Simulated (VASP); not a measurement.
# TiAl3 (I4/mmm) in VASP: notebook

Runs on TiAl3. Level: LDA. Tasks: single point.

All numbers are computed with VASP 6.6.1; they aren't measurements. Logs are shortened: lines on timing, memory, paths and dates and some standing lists are left out, and cuts for length are marked.

## Step 1: The cell of the first run

It takes space group I4/mmm (No. 139, tetragonal). Conventional cell: a = 3.543 Å, b = 3.543 Å, c = 8.619 Å, α = 90.00°, β = 90.00°, γ = 90.00°. Ti (site symmetry 4/mmm) has 12 Al at 2.51 to 2.79 Å within 3.3 Å. Within 3.3 Å of Al (site symmetry 4/mmm) lie 4 Ti at 2.51 Å and 8 Al at 2.79 Å. Within 3.3 Å of Al (site symmetry -4m2) lie 8 Al at 2.51 to 2.79 Å and 4 Ti at 2.79 Å.

## Step 2: Single point, LDA (13.53 Å³/atom)

Contents of INCAR:

```
SYSTEM = TiAl3
ALGO     = Fast           ! electronic algorithm
EDIFF    = 1E-6           ! SCF threshold, eV
ENCUT    = 520            ! plane-wave cutoff, eV
ISIF     = 2              ! what is computed and relaxed
ISMEAR   = 0              ! smearing method
LASPH    = .TRUE.         ! aspherical terms in the spheres
LCHARG   = .FALSE.        ! write CHGCAR
LREAL    = .FALSE.        ! projectors in reciprocal space
LWAVE    = .FALSE.        ! write WAVECAR
NBANDS   = 18             ! bands
NELM     = 100            ! most SCF steps
PREC     = Accurate       ! precision mode
SIGMA    = 0.15           ! smearing width, eV
```

Contents of KPOINTS:

```
k-points
0
G
  16 16 16
  0 0 0
```

Contents of POSCAR:

```
TiAl3
1.0
   -1.7716265416      1.7716265416      4.3094815626
    1.7716265416     -1.7716265416      4.3094815626
    1.7716265416      1.7716265416     -4.3094815626
Ti Al
1 3
Direct
    0.0000000000      0.0000000000      0.0000000000
    0.5000000000      0.5000000000      0.0000000000
    0.7500000000      0.2500000000      0.5000000000
    0.2500000000      0.7500000000      0.5000000000
```

Potentials or basis: VASP PAW LDA potentials, release 64 (Ti_sv, Al).

Launch:

```sh
cat potpaw_LDA.64/Ti_sv/POTCAR potpaw_LDA.64/Al/POTCAR > POTCAR
mpirun -np 1 vasp_std > vasp.out
```

OUTCAR:

```text
SYSTEM = TiAl3
   EDIFF = 1E-6
   ENCUT = 520
   ISIF = 2
   ISMEAR = 0
   LASPH = .TRUE.
   LREAL = .FALSE.
   NELM = 100
   PREC = Accurate

 ion  position               nearest neighbor table
   1  0.000  0.000  0.000-   2 2.51   2 2.51   2 2.51   2 2.51   4 2.79   3 2.79   4 2.79   3 2.79
                             3 2.79   3 2.79   4 2.79   4 2.79
   2  0.500  0.500  0.000-   1 2.51   1 2.51   1 2.51   1 2.51   4 2.79   3 2.79   4 2.79   3 2.79
                             4 2.79   4 2.79   3 2.79   3 2.79
   3  0.750  0.250  0.500-   4 2.51   4 2.51   4 2.51   4 2.51   2 2.79   1 2.79   2 2.79   1 2.79
                             2 2.79   2 2.79   1 2.79   1 2.79
   4  0.250  0.750  0.500-   3 2.51   3 2.51   3 2.51   3 2.51   2 2.79   1 2.79   2 2.79   1 2.79
                             1 2.79   1 2.79   2 2.79   2 2.79

  LATTYP: Found a body centered tetragonal cell.
 ALAT       =     3.5432530832
 C/A-ratio  =     2.4325000001

  Lattice vectors:

 A1 = (  -1.7716265416,   1.7716265416,   4.3094815626)
 A2 = (   1.7716265416,  -1.7716265416,   4.3094815626)
 A3 = (   1.7716265416,   1.7716265416,  -4.3094815626)

Analysis of symmetry for initial positions (statically):
=====================================================================
 Subroutine PRICEL returns:
 Original cell was already a primitive cell.

 Routine SETGRP: Setting up the symmetry group for a
 body centered tetragonal supercell.

 Subroutine GETGRP returns: Found 16 space group operations
 (whereof 16 operations were pure point group operations)
 out of a pool of 16 trial point group operations.

The static configuration has the point symmetry D_4h.

Analysis of symmetry for dynamics (positions and initial velocities):
=====================================================================
 Subroutine PRICEL returns:
 Original cell was already a primitive cell.

 Routine SETGRP: Setting up the symmetry group for a
 body centered tetragonal supercell.

 Subroutine GETGRP returns: Found 16 space group operations
 (whereof 16 operations were pure point group operations)
 out of a pool of 16 trial point group operations.

The dynamic configuration has the point symmetry D_4h.

 Subroutine INISYM returns: Found 16 space group operations
 (whereof 16 operations are pure point group operations),
 and found     1 'primitive' translations

----------------------------------------------------------------------------------------

                                     Primitive cell

  volume of cell :      54.1040

  direct lattice vectors                    reciprocal lattice vectors
    -1.771626542  1.771626542  4.309481563     0.000000000  0.282226524  0.116023237
     1.771626542 -1.771626542  4.309481563     0.282226524  0.000000000  0.116023237
     1.771626542  1.771626542 -4.309481563     0.282226524  0.282226524  0.000000000

  length of vectors
     4.984872370  4.984872370  4.984872370     0.305144559  0.305144559  0.399128577

  position of ions in fractional coordinates (direct lattice)
     0.000000000  0.000000000  0.000000000
     0.500000000  0.500000000  0.000000000
     0.750000000  0.250000000  0.500000000
     0.250000000  0.750000000  0.500000000

  ion indices of the primitive-cell ions
   primitive index   ion index
                 1           1
                 2           2
                 3           3
                 4           4

----------------------------------------------------------------------------------------

 KPOINTS: k-points

Automatic generation of k-mesh.
 Grid dimensions read from file:
 generate k-points for:   16   16   16

 Generating k-lattice:

  Cartesian coordinates                     Fractional coordinates (reciprocal lattice)
     0.000000000  0.017639158  0.007251452     0.062500000  0.000000000 -0.000000000
     0.017639158  0.000000000  0.007251452     0.000000000  0.062500000 -0.000000000
     0.017639158  0.017639158  0.000000000     0.000000000  0.000000000  0.062500000

  Length of vectors
     0.019071535  0.019071535  0.024945536

[... 46 lines left out ...]
  ---------------------------------------------------
  ext. energy  EPLUGINS =         0.00000000
  ---------------------------------------------------
  free energy    TOTEN  =       -22.28007721 eV

  energy without entropy =      -22.26631801  energy(sigma->0) =      -22.27319761

 E-fermi :   9.6934     XC(G=0): -11.5874

 val. band max:        9.6894244973   @ k =  -0.1875   0.1875   0.1875
 cond. band min:       9.6950804923   @ k =   0.5000   0.5000   0.3125
 fundamental gap:      0.0056559950
 Fermi energy:         9.6933513146

 k-point     1 :       0.0000    0.0000    0.0000
  band No.  band energies     occupation
      1     -45.6136      2.00000
      2     -22.3437      2.00000
      3     -22.3437      2.00000
      4     -22.3139      2.00000
      5      -1.1821      2.00000
      6       6.0266      2.00000
[... 10 lines left out ...]
     17      14.0050      0.00000
     18      14.0053      0.00000

 k-point     2 :       0.0625    0.0000   -0.0000
  band No.  band energies     occupation
      1     -45.6134      2.00000
      2     -22.3466      2.00000
      3     -22.3436      2.00000
      4     -22.3137      2.00000
      5      -1.1261      2.00000
      6       5.7908      2.00000
[... 10 lines left out ...]
     17      14.0319      0.00000
     18      14.3893      0.00000

 k-point     3 :       0.1250    0.0000   -0.0000
  band No.  band energies     occupation
      1     -45.6129      2.00000
      2     -22.3547      2.00000
      3     -22.3431      2.00000
      4     -22.3132      2.00000
      5      -0.9588      2.00000
      6       5.5036      2.00000
[... 10 lines left out ...]
     17      14.1550      0.00000
     18      15.2612      0.00000

 k-point     4 :       0.1875    0.0000   -0.0000
  band No.  band energies     occupation
      1     -45.6122      2.00000
      2     -22.3668      2.00000
      3     -22.3423      2.00000
      4     -22.3123      2.00000
      5      -0.6829      2.00000
      6       5.2376      2.00000
[... 375 lines left out ...]
      4     -22.3119      2.00000
      5      -0.6742      2.00000
      6       5.5807      2.00000
[... 10 lines left out ...]
     17      14.7525      0.00000
     18      16.3633      0.00000

 k-point    23 :      -0.1250    0.0625    0.0000
  band No.  band energies     occupation
      1     -45.6128      2.00000
      2     -22.3545      2.00000
      3     -22.3458      2.00000
      4     -22.3128      2.00000
      5      -0.9346      2.00000
      6       5.8846      2.00000
[... 10 lines left out ...]
     17      14.5028      0.00000
     18      15.2723      0.00000

 k-point    24 :      -0.0625    0.0625    0.0000
  band No.  band energies     occupation
      1     -45.6133      2.00000
      2     -22.3467      2.00000
      3     -22.3461      2.00000
      4     -22.3134      2.00000
      5      -1.0860      2.00000
      6       6.1153      2.00000
[... 10 lines left out ...]
     17      14.3646      0.00000
     18      14.4133      0.00000

 [... further k-points ...]
[... 5 lines left out ...]
  --------------------------------------------------------------------------------------
  -------------------------------------------------------------------------------------
  Total        8.6230186      8.6230186      0.8916374      0.0000000      0.0000000      0.0000000
  in kB      255.3527458    255.3527458     26.4039854      0.0000000      0.0000000      0.0000000
  external PRESSURE =     179.0364923 kB  Pullay stress =       0.0000000 kB

 VOLUME and BASIS-vectors are now :
 -----------------------------------------------------------------------------
  energy-cutoff  :      520.00
  volume of cell :       54.10
      direct lattice vectors                 reciprocal lattice vectors
    -1.771626542  1.771626542  4.309481563     0.000000000  0.282226524  0.116023237
     1.771626542 -1.771626542  4.309481563     0.282226524  0.000000000  0.116023237
     1.771626542  1.771626542 -4.309481563     0.282226524  0.282226524  0.000000000

 POSITION                                       TOTAL-FORCE (eV/Angst)
 -----------------------------------------------------------------------------------
      0.00000      0.00000      0.00000        -0.000000      0.000000     -0.000000
      0.00000      0.00000      4.30948        -0.000000      0.000000     -0.000000
     -0.00000      1.77163      2.15474        -0.000000      0.000000      0.000000
      1.77163     -0.00000      2.15474         0.000000     -0.000000     -0.000000
 -----------------------------------------------------------------------------------
    total drift:                               -0.000000     -0.000000      0.000000

  FREE ENERGIE OF THE ION-ELECTRON SYSTEM (eV)
  ---------------------------------------------------
  free  energy   TOTEN  =       -22.2800772110 eV

  energy  without entropy=      -22.2663180129  energy(sigma->0) =      -22.27319761
```

Wall time 8.3 min (1 thread of Intel Xeon 6975P-C (Granite Rapids), shared host); peak memory 0.44 GiB.

What came out:

| Quantity | Value |
| --- | --- |
| Free energy | -22.2801 eV |
| Pressure | 17.9 GPa |
| Band gap on the k mesh | zero (an odd number of electrons rules out a gap without spin polarisation) |

Caveat: the stress differs along the axes, from 3 to 26 GPa.

## Step 3: Single point, LDA (13.53 Å³/atom)

Contents of INCAR:

```
SYSTEM = TiAl3
PREC = Accurate ; ENCUT = 520
EDIFF = 1E-6 ; ISMEAR = 0
SIGMA = 0.15 ; LREAL = .FALSE.
LASPH = .TRUE. ; NELM = 80
ALGO = Fast ; ISIF = 2
LWAVE = .FALSE. ; LCHARG = .TRUE.
GGA = CA ; LELF = .TRUE.
LVHAR = .TRUE. ; NBANDS = 18
```

Contents of KPOINTS:

```
regular mesh
0
G
  16 16 16
  0 0 0
```

Contents of POSCAR:

```
TiAl3
1.0
   -1.8523036365      1.8523036365      3.9422578296
    1.8523036365     -1.8523036365      3.9422578296
    1.8523036365      1.8523036365     -3.9422578296
Ti Al
1 3
Direct
    0.0000000000      0.0000000000      0.0000000000
    0.5000000000      0.5000000000      0.0000000000
    0.7500000000      0.2500000000      0.5000000000
    0.2500000000      0.7500000000      0.5000000000
```

Potentials or basis: VASP PAW LDA potentials, release 64 (Ti_sv, Al).

Launch:

```sh
cat potpaw_LDA.64/Ti_sv/POTCAR potpaw_LDA.64/Al/POTCAR > POTCAR
mpirun -np 1 vasp_std > vasp.out
```

Run time: 6.2 min. Hardware: 1 thread of Intel Xeon 6975P-C (Granite Rapids), shared host; peak memory 0.42 GiB.

The run converged. Its results:

- Free energy: -22.4212 eV
- Pressure: 16.9 GPa
- Band gap on the k mesh: zero (an odd number of electrons rules out a gap without spin polarisation)

Stress tensor (GPa, compression positive):
```
13.00  0.00  0.00
 0.00 13.00  0.00
 0.00  0.00 24.69
```

Levels at points of the mesh, in eV from the Fermi level:
| k point | band 9 | band 10 | band 11 | band 12 | band 13 | band 14 |
| --- | --- | --- | --- | --- | --- | --- |
| (0.00, 0.00, 0.00) | -1.59 | -1.59 | 0.84 | 1.82 | 1.82 | 2.34 |
| (0.50, 0.00, 0.00) | -1.37 | -0.22 | 0.44 | 1.98 | 2.08 | 3.19 |
| (0.50, 0.50, 0.00) | -2.87 | -2.14 | -1.02 | 1.96 | 2.13 | 3.40 |
| (0.50, 0.50, 0.50) | -1.14 | -0.32 | 0.69 | 0.69 | 1.05 | 3.46 |

Caveat: the stress differs along the axes, from 13 to 25 GPa.

## Step 4: Single point, LDA (13.53 Å³/atom)

Contents of INCAR:

```
SYSTEM = TiAl3
ALGO     = Fast           ! electronic algorithm
EDIFF    = 1E-6           ! SCF threshold, eV
ENCUT    = 520            ! plane-wave cutoff, eV
GGA      = CA             ! functional
ISIF     = 2              ! what is computed and relaxed
ISMEAR   = 0              ! smearing method
LASPH    = .TRUE.         ! aspherical terms in the spheres
LCHARG   = .TRUE.         ! write CHGCAR
LELF     = .TRUE.         ! ELF
LREAL    = .FALSE.        ! projectors in reciprocal space
LVHAR    = .TRUE.       
LWAVE    = .FALSE.        ! write WAVECAR
NBANDS   = 18             ! bands
NELM     = 80             ! most SCF steps
PREC     = Accurate       ! precision mode
SIGMA    = 0.15           ! smearing width, eV
```

Contents of KPOINTS:

```
k-points
0
G
  16 16 16
  0 0 0
```

Contents of POSCAR:

```
TiAl3
1.0
   -1.7874673193      1.7874673193      4.2334375990
    1.7874673193     -1.7874673193      4.2334375990
    1.7874673193      1.7874673193     -4.2334375990
Ti Al
1 3
Direct
    0.0000000000      0.0000000000      0.0000000000
    0.5000000000      0.5000000000      0.0000000000
    0.7500000000      0.2500000000      0.5000000000
    0.2500000000      0.7500000000      0.5000000000
```

Launch:

```sh
cat potpaw_LDA.64/Ti_sv/POTCAR potpaw_LDA.64/Al/POTCAR > POTCAR
mpirun -np 1 vasp_std > vasp.out
```

Run time: 8.1 min. Hardware: 1 thread of Intel Xeon 6975P-C (Granite Rapids), shared host; peak memory 0.44 GiB.

It converged, with:

* Free energy: -22.3945 eV
* Pressure: 17.3 GPa
* Band gap on the k mesh: zero (an odd number of electrons rules out a gap without spin polarisation)

Stress tensor (GPa, compression positive):
```
22.39  0.00  0.00
 0.00 22.39  0.00
 0.00  0.00  7.17
```

Levels at points of the mesh, in eV from the Fermi level:
```
           k point  band 7  band 8  band 9  band 10  band 11  band 12  band 13  band 14  band 15  band 16
(0.00, 0.00, 0.00)   -3.20   -1.65   -1.15    -1.15     1.05     2.34     2.46     2.46     3.69     4.22
(0.50, 0.00, 0.00)   -4.02   -3.12   -0.99    -0.56     0.70     2.33     2.65     3.13     3.61     5.16
(0.50, 0.50, 0.00)   -4.54   -4.14   -2.57    -2.43    -1.30     2.31     2.46     2.65     3.21     3.44
(0.50, 0.50, 0.50)   -2.08   -0.49   -0.49    -0.37     0.80     0.80     1.16     3.18     5.93     6.16
```

Caveat: the stress differs along the axes, from 7 to 22 GPa.

## Step 5: Single point, LDA (13.53 Å³/atom)

Contents of INCAR:

```
SYSTEM = TiAl3
  ALGO = Fast
  EDIFF = 1E-6
  ENCUT = 520
  GGA = CA
  ISIF = 2
  ISMEAR = 0
  LASPH = .True.
  LCHARG = .True.
  LELF = .True.
  LREAL = .False.
  LVHAR = .True.
  LWAVE = .False.
  NBANDS = 18
  NELM = 60
  PREC = Accurate
  SIGMA = 0.15
```

Contents of KPOINTS:

```
k-points
0
Gamma
  16 16 16
  0 0 0
```

Contents of POSCAR:

```
TiAl3
1.0
   -1.8196074778      1.8196074778      4.0852059637
    1.8196074778     -1.8196074778      4.0852059637
    1.8196074778      1.8196074778     -4.0852059637
Ti Al
1 3
Direct
    0.0000000000      0.0000000000      0.0000000000
    0.5000000000      0.5000000000      0.0000000000
    0.7500000000      0.2500000000      0.5000000000
    0.2500000000      0.7500000000      0.5000000000
```

Launch:

```sh
cat potpaw_LDA.64/Ti_sv/POTCAR potpaw_LDA.64/Al/POTCAR > POTCAR
mpirun -np 1 vasp_std > vasp.out
```

Run time: 6 min. Hardware: 1 thread of Intel Xeon 6975P-C (Granite Rapids), shared host; peak memory 0.43 GiB.

The run converged. Its results:

| Item | Value |
| --- | --- |
| Free energy | -22.4893 eV |
| Pressure | 16.8 GPa |
| Band gap on the k mesh | zero (an odd number of electrons rules out a gap without spin polarisation) |

Stress tensor (GPa, compression positive):
```
17.08  0.00  0.00
 0.00 17.08  0.00
 0.00  0.00 16.31
```

Levels at points of the mesh, in eV from the Fermi level:
| k point | band 8 | band 9 | band 10 | band 11 | band 12 | band 13 | band 14 | band 15 |
| --- | --- | --- | --- | --- | --- | --- | --- | --- |
| (0.00, 0.00, 0.00) | -1.72 | -1.36 | -1.36 | 0.96 | 2.14 | 2.14 | 2.35 | 3.40 |
| (0.50, 0.00, 0.00) | -2.89 | -1.16 | -0.37 | 0.57 | 2.17 | 2.38 | 3.19 | 3.51 |
| (0.50, 0.50, 0.00) | -4.09 | -2.72 | -2.27 | -1.17 | 2.16 | 2.31 | 3.01 | 3.35 |
| (0.50, 0.50, 0.50) | -0.80 | -0.80 | -0.31 | 0.75 | 0.75 | 1.12 | 3.36 | 6.04 |

Caveat: the cell stands under pressure.

## Step 6: Single point, LDA (14.33 Å³/atom)

This run uses another cell than the first one, of 14.33 Å³/atom.

Contents of INCAR:

```
PREC = Accurate ; ENCUT = 520
EDIFF = 1E-6 ; ISMEAR = 0
SIGMA = 0.15 ; LREAL = F
LASPH = T ; NELM = 80
ALGO = Fast ; ISIF = 2
LWAVE = F ; LCHARG = T
LELF = T ; LVHAR = T
NBANDS = 18
```

Contents of KPOINTS:

```
Automatic mesh
0
Gamma
  16 16 16
```

Contents of POSCAR:

```
TiAl3
1.0
   -1.8717407836      1.8717407836      4.0914381789
    1.8717407836     -1.8717407836      4.0914381789
    1.8717407836      1.8717407836     -4.0914381789
Ti Al
1 3
Direct
    0.0000000000      0.0000000000      0.0000000000
    0.5000000000      0.5000000000      0.0000000000
    0.7500000000      0.2500000000      0.5000000000
    0.2500000000      0.7500000000      0.5000000000
```

Potentials or basis: VASP PAW LDA potentials, release 64 (Ti_sv, Al).

Launch:

```sh
cat potpaw_LDA.64/Ti_sv/POTCAR potpaw_LDA.64/Al/POTCAR > POTCAR
mpirun -np 1 vasp_std > vasp.out
```

It took 6.1 min on 1 thread of Intel Xeon 6975P-C (Granite Rapids), shared host; peak memory 0.44 GiB.

It converged, with:

| Item | Value |
| --- | --- |
| Free energy | -22.7140 eV |
| Pressure | 7.3 GPa |
| Band gap on the k mesh | zero (an odd number of electrons rules out a gap without spin polarisation) |

Stress tensor (GPa, compression positive):
```
 5.57  0.00  0.00
 0.00  5.57  0.00
 0.00  0.00 10.91
```

Levels at points of the mesh, in eV from the Fermi level:
| k point | band 8 | band 9 | band 10 | band 11 | band 12 | band 13 | band 14 | band 15 |
| --- | --- | --- | --- | --- | --- | --- | --- | --- |
| (0.00, 0.00, 0.00) | -1.64 | -1.41 | -1.41 | 0.86 | 1.84 | 1.84 | 2.32 | 2.85 |
| (0.50, 0.00, 0.00) | -2.80 | -1.21 | -0.25 | 0.48 | 1.92 | 2.13 | 3.00 | 3.24 |
| (0.50, 0.50, 0.00) | -3.93 | -2.77 | -2.18 | -1.03 | 1.91 | 2.06 | 3.07 | 3.19 |
| (0.50, 0.50, 0.50) | -1.00 | -1.00 | -0.27 | 0.70 | 0.70 | 1.02 | 3.30 | 5.41 |

Caveat: the stress differs along the axes, from 6 to 11 GPa.

## Step 7: The runs side by side

| cell | gap on the mesh (eV) | pressure (GPa) |
| --- | --- | --- |
| a = 4.985 Å, angles 138.4, 138.4, 60.3°, 4 atoms | none | 17.9 |
| a = 4.733 Å, angles 133.9, 133.9, 67.2°, 4 atoms | none | 16.9 |
| a = 4.931 Å, angles 137.5, 137.5, 61.7°, 4 atoms | none | 17.3 |
| a = 4.828 Å, angles 135.7, 135.7, 64.4°, 4 atoms | none | 16.8 |
| a = 4.873 Å, angles 134.8, 134.8, 65.8°, 4 atoms | none | 7.3 |

Alike in all rows: task single point; level LDA; potentials or basis VASP PAW LDA potentials, release 64 (Ti_sv, Al); no spin polarisation; k mesh 16 × 16 × 16; cutoff (eV) 520; smearing gaussian 0.15 eV.

Caveats: the stress differs along the axes, from 3 to 26 GPa (at least some runs); the stress differs along the axes, from 13 to 25 GPa (at least some runs); the stress differs along the axes, from 7 to 22 GPa (at least some runs); the cell stands under pressure (at least some runs); the stress differs along the axes, from 6 to 11 GPa (at least some runs).

Total energies depend on the potentials used, so only differences within one code and one set of settings carry meaning.

The gap in the log of VASP goes by the Fermi energy; the results here count the filled bands.